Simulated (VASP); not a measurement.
Input of a VASP 6.6.1 run:

File INCAR:

```
SYSTEM = Zn2C
PREC = Accurate ; ENCUT = 520
EDIFF = 1E-6 ; ISMEAR = 0
SIGMA = 0.1 ; LREAL = .FALSE.
LASPH = .TRUE. ; NELM = 80
ALGO = Normal ; ISIF = 2
LWAVE = .FALSE. ; LCHARG = .FALSE.
LDIPOL = .TRUE. ; IDIPOL = 3
DIPOL = 0.5 0.5 0.500 ; GGA = PE
NBANDS = 21
```

Contents of KPOINTS:

```
regular mesh
0
G
  6 6 1
  0 0 0
```

Contents of POSCAR:

```
Zn2C
1.0
    4.4011840000      0.0000000000      0.0000000000
   -2.2005920000      3.8115370000      0.0000000000
    0.0000000000      0.0000000000     17.0000000000
Zn C
2 1
Direct
    0.0000000000      0.0000000000      0.5687904000
    0.0000000000      0.0000000000      0.4312096000
    0.0000000000      0.0000000000      0.5000000000
```

Potentials or basis: VASP PAW PBE potentials, release 64 (Zn, C).

Run with:

```sh
$ cat potpaw_PBE.64/Zn/POTCAR potpaw_PBE.64/C/POTCAR > POTCAR
$ mpirun -np 1 vasp_std > vasp.out
```

**Question.** Predict the largest force.

**Answer.** 69.908 eV/Å.

**Question.** Predict the band gap on the k mesh.

**Answer.** Zero (filled and empty bands touch).

Forces in eV/Å, atoms in the order of the input:
```
Zn    0.000   0.000  69.908
Zn    0.000   0.000 -69.908
C     0.000   0.000   0.000
```

Caveat: atoms lie so close that the PAW spheres overlap strongly, which falsifies energies and pressures.
